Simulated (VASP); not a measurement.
# Sb (P6/mmm) in VASP: notebook, part 3 of 3

VASP 6.6.1. The steps go on from the part before.

### Step 5. Single point, revPBE (volume scaled by 0.96)

File INCAR:

```
  ALGO = Normal
  EDIFF = 1E-7
  ENCUT = 520
  GGA = RE
  ISIF = 2
  ISMEAR = -1
  LASPH = True
  LCHARG = False
  LREAL = False
  LWAVE = False
  NBANDS = 14
  NELM = 100
  PREC = Accurate
  SIGMA = 0.1
```

File KPOINTS:

```
k-points
0
Gamma
  8 8 11
```

File POSCAR:

```
Sb
1.0
    5.3913153526      0.0000000000      0.0000000000
   -2.6956576763      4.6690160552      0.0000000000
    0.0000000000      0.0000000000      3.2145572076
Sb
3
Direct
    0.0000000000      1.0000000000      0.0000000000
    0.3333333333      0.6666666667      0.5000000000
    0.6666666667      0.3333333333      0.5000000000
```

Potentials or basis: VASP PAW PBE potentials, release 64 (Sb).

Run with:

```bash
$ cat potpaw_PBE.64/Sb/POTCAR > POTCAR
$ mpirun -np 1 vasp_std > vasp.out
```

OUTCAR:

```text
EDIFF = 1E-7
   ENCUT = 520
   GGA = RE
   ISIF = 2
   ISMEAR = -1
   LASPH = True
   LREAL = False
   NELM = 100
   PREC = Accurate

 ion  position               nearest neighbor table
   1  0.000  0.000  0.000-   2 3.50   3 3.50   2 3.50   3 3.50   3 3.50   3 3.50   2 3.50   2 3.50
                             3 3.50   3 3.50   2 3.50   2 3.50
   2  0.333  0.667  0.500-   3 3.11   3 3.11   3 3.11   1 3.50   1 3.50   1 3.50   1 3.50   1 3.50
                             1 3.50
   3  0.667  0.333  0.500-   2 3.11   2 3.11   2 3.11   1 3.50   1 3.50   1 3.50   1 3.50   1 3.50
                             1 3.50

  LATTYP: Found a hexagonal cell.
 ALAT       =     5.3913153526
 C/A-ratio  =     0.5962472972

  Lattice vectors:

 A1 = (   5.3913153526,   0.0000000000,   0.0000000000)
 A2 = (  -2.6956576763,   4.6690160552,   0.0000000000)
 A3 = (   0.0000000000,   0.0000000000,   3.2145572076)

Analysis of symmetry for initial positions (statically):
=====================================================================
 Subroutine PRICEL returns:
 Original cell was already a primitive cell.

 Routine SETGRP: Setting up the symmetry group for a
 hexagonal supercell.

 Subroutine GETGRP returns: Found 24 space group operations
 (whereof 24 operations were pure point group operations)
 out of a pool of 24 trial point group operations.

The static configuration has the point symmetry D_6h.

Analysis of symmetry for dynamics (positions and initial velocities):
=====================================================================
 Subroutine PRICEL returns:
 Original cell was already a primitive cell.

 Routine SETGRP: Setting up the symmetry group for a
 hexagonal supercell.

 Subroutine GETGRP returns: Found 24 space group operations
 (whereof 24 operations were pure point group operations)
 out of a pool of 24 trial point group operations.

The dynamic configuration has the point symmetry D_6h.

 Subroutine INISYM returns: Found 24 space group operations
 (whereof 24 operations are pure point group operations),
 and found     1 'primitive' translations

[... 121 lines left out ...]
   GGA     = RE    functional components
   LHFCALC =     F    Hartree Fock is set to
   AEXX    =    0.0000 exact exchange contribution
   IVDW    =     0    specifies the selected vdW correction
   LEPSILON=     F    determine dielectric tensor
   LRPA    =     F    only Hartree local field effects (RPA)
 non-spin polarized calculation
  energy-cutoff  :      520.00
  volume of cell :       80.92
 maximum number of plane-waves:      2195
   NGX = 21   NGY = 21   NGZ = 11

 number of electron      15.0000000 magnetization

 Free energy of the ion-electron system (eV)
  ---------------------------------------------------
  ext. energy  EPLUGINS =         0.00000000
  ---------------------------------------------------
  free energy    TOTEN  =       -10.71453644 eV

  energy without entropy =      -10.65757188  energy(sigma->0) =      -10.68605416

 E-fermi :   8.4620     XC(G=0): -10.1849

 val. band max:        8.4030238745   @ k =   0.3750   0.0000   0.3636
 cond. band min:       8.5070646981   @ k =   0.3750   0.0000   0.1818
 fundamental gap:      0.1040408236
 Fermi energy:         8.4620290996

 k-point     1 :       0.0000    0.0000    0.0000
  band No.  band energies     occupation
      1      -4.3628      2.00000
      2       0.2859      2.00000
      3       0.4864      2.00000
      4       4.5224      2.00000
      5       4.5224      2.00000
      6       4.7997      2.00000
      7       4.7997      2.00000
      8      10.1776      0.00000
      9      13.9087      0.00000
     10      13.9087      0.00000
     11      14.0514      0.00000
     12      14.3073      0.00000
     13      14.3342      0.00000
     14      18.8473      0.00000
[... 377 lines left out ...]
      1      -2.9447      2.00000
      2      -1.3355      2.00000
      3       0.0546      2.00000
      4       3.4313      2.00000
      5       6.2552      2.00000
      6       7.9910      1.98216
      7       8.5071      0.77855
      8       8.6944      0.17842
      9      10.1248      0.00000
     10      10.4889      0.00000
     11      10.7292      0.00000
     12      11.2686      0.00000
     13      14.7508      0.00000
     14      16.2394      0.00000

 [... further k-points ...]
[... 5 lines left out ...]
  --------------------------------------------------------------------------------------
  -------------------------------------------------------------------------------------
  Total        1.3817175      1.3817175      0.4019370      0.0000000     -0.0000000      0.0000000
  in kB       27.3582661     27.3582661      7.9584285      0.0000000     -0.0000000      0.0000000
  external PRESSURE =      20.8916536 kB  Pullay stress =       0.0000000 kB

 VOLUME and BASIS-vectors are now :
 -----------------------------------------------------------------------------
  energy-cutoff  :      520.00
  volume of cell :       80.92
      direct lattice vectors                 reciprocal lattice vectors
     5.391315353  0.000000000  0.000000000     0.185483492  0.107088944  0.000000000
    -2.695657676  4.669016055  0.000000000     0.000000000  0.214177888  0.000000000
     0.000000000  0.000000000  3.214557208     0.000000000  0.000000000  0.311084835

 POSITION                                       TOTAL-FORCE (eV/Angst)
 -----------------------------------------------------------------------------------
      0.00000      0.00000      0.00000         0.000000      0.000000      0.000000
     -0.00000      3.11268      1.60728         0.000000     -0.000000     -0.000000
      2.69566      1.55634      1.60728        -0.000000      0.000000      0.000000
 -----------------------------------------------------------------------------------
    total drift:                                0.000000     -0.000000      0.000000

  FREE ENERGIE OF THE ION-ELECTRON SYSTEM (eV)
  ---------------------------------------------------
  free  energy   TOTEN  =       -10.7145364384 eV

  energy  without entropy=      -10.6575718812  energy(sigma->0) =      -10.68605416
```

OSZICAR:

```text
N       E                     dE             d eps       ncg     rms          rms(c)
DAV:   1     0.551599389246E+02    0.55160E+02   -0.47535E+03  1680   0.804E+02
DAV:   2    -0.775024877327E+01   -0.62910E+02   -0.59045E+02  2222   0.136E+02
DAV:   3    -0.106985386012E+02   -0.29483E+01   -0.28937E+01  1962   0.324E+01
DAV:   4    -0.107231081642E+02   -0.24570E-01   -0.24552E-01  1950   0.363E+00
DAV:   5    -0.107233711346E+02   -0.26297E-03   -0.26297E-03  2058   0.418E-01    0.319E+00
DAV:   6    -0.107173800383E+02    0.59911E-02   -0.59408E-03  1926   0.448E-01    0.182E+00
DAV:   7    -0.107144254964E+02    0.29545E-02   -0.11889E-02  1878   0.630E-01    0.829E-02
DAV:   8    -0.107145109010E+02   -0.85405E-04   -0.21032E-04  2136   0.102E-01    0.483E-02
DAV:   9    -0.107145367873E+02   -0.25886E-04   -0.44177E-05  2004   0.520E-02    0.109E-02
DAV:  10    -0.107145373855E+02   -0.59822E-06   -0.70204E-07  2070   0.570E-03    0.184E-03
DAV:  11    -0.107145362704E+02    0.11151E-05   -0.60717E-08  1410   0.179E-03    0.748E-04
DAV:  12    -0.107145364410E+02   -0.17054E-06   -0.68074E-09  1122   0.627E-04    0.931E-05
DAV:  13    -0.107145364384E+02    0.25971E-08   -0.96178E-10  1068   0.250E-04
   1 F= -.10714536E+02 E0= -.10686054E+02  d E =-.569646E-01
```

Wall time 64 s (1 thread of Intel Xeon 6975P-C, shared host); peak memory 0.21 GiB.

Results:

* Free energy: -10.7145 eV
* Pressure: 2.1 GPa

Caveat: the PAW data sets were made with another functional, which shifts forces and pressure a little; spin-orbit coupling is left out, which moves the levels of the heavy elements.

### Step 6. Single point, revPBE

File INCAR:

```
ALGO = Normal ; EDIFF = 1E-6
ENCUT = 520 ; GGA = RE
ISIF = 2 ; ISMEAR = -1
LASPH = True ; LCHARG = False
LREAL = False ; LWAVE = False
NBANDS = 14 ; NELM = 100
PREC = Accurate ; SIGMA = 0.1
```

KPOINTS is that of step 5.

File POSCAR:

```
Sb
1.0
    5.4651781660      0.0000000000      0.0000000000
   -2.7325890830      4.7329831280      0.0000000000
    0.0000000000      0.0000000000      3.2585977104
Sb
3
Direct
    0.0000000000      1.0000000000      0.0000000000
    0.3333333333      0.6666666667      0.5000000000
    0.6666666667      0.3333333333      0.5000000000
```

Potentials or basis: VASP PAW PBE potentials, release 64 (Sb).

Run with:

```bash
$ cat potpaw_PBE.64/Sb/POTCAR > POTCAR
$ mpirun -np 1 vasp_std > vasp.out
```

It used 37 s of CPU time on 1 thread of Intel Xeon 6975P-C, on a shared host.

Results (log left out):

- Free energy: -10.7317 eV
- Pressure: -0.4 GPa

Stress tensor (GPa, compression positive):
```
 0.17  0.00  0.00
 0.00  0.17  0.00
 0.00  0.00 -1.44
```

Levels at points of the mesh, in eV from the Fermi level:
```csv
k point,band 3,band 4,band 5,band 6,band 7,band 8,band 9,band 10,band 11,band 12
"(0.00, 0.00, 0.00)",-7.97,-3.76,-3.76,-3.48,-3.48,1.65,5.14,5.14,5.51,5.54
"(0.50, 0.00, 0.00)",-8.82,-5.37,-1.00,-0.76,1.01,1.39,2.07,3.23,3.25,4.86
```

Caveat: the PAW data sets were made with another functional, which shifts forces and pressure a little; spin-orbit coupling is left out, which moves the levels of the heavy elements.

### Step 7. The runs side by side

| cell | k mesh | gap on the mesh (eV) | pressure (GPa) |
| --- | --- | --- | --- |
| a = 5.465, b = 5.465, c = 3.259 Å, angles 90.0, 90.0, 120.0°, 3 atoms | 7 × 7 × 10 | none | -0.2 |
| a = 5.237, b = 5.237, c = 3.123 Å, angles 90.0, 90.0, 120.0°, 3 atoms | 8 × 8 × 11 | none | 9.1 |
| a = 5.315, b = 5.315, c = 3.169 Å, angles 90.0, 90.0, 120.0°, 3 atoms | 8 × 8 × 11 | none | 5.2 |
| a = 5.391, b = 5.391, c = 3.215 Å, angles 90.0, 90.0, 120.0°, 3 atoms | 8 × 8 × 11 | none | 2.1 |
| a = 5.465, b = 5.465, c = 3.259 Å, angles 90.0, 90.0, 120.0°, 3 atoms | 8 × 8 × 11 | none | -0.4 |

Alike in all rows: task single point; level revPBE; potentials or basis VASP PAW PBE potentials, release 64 (Sb); no spin polarisation; cutoff (eV) 520; smearing fermi-dirac 0.1 eV.

Caveats: the PAW data sets were made with another functional, which shifts forces and pressure a little; spin-orbit coupling is left out, which moves the levels of the heavy elements.

Absolute energies hang on the potentials; compare differences alone.
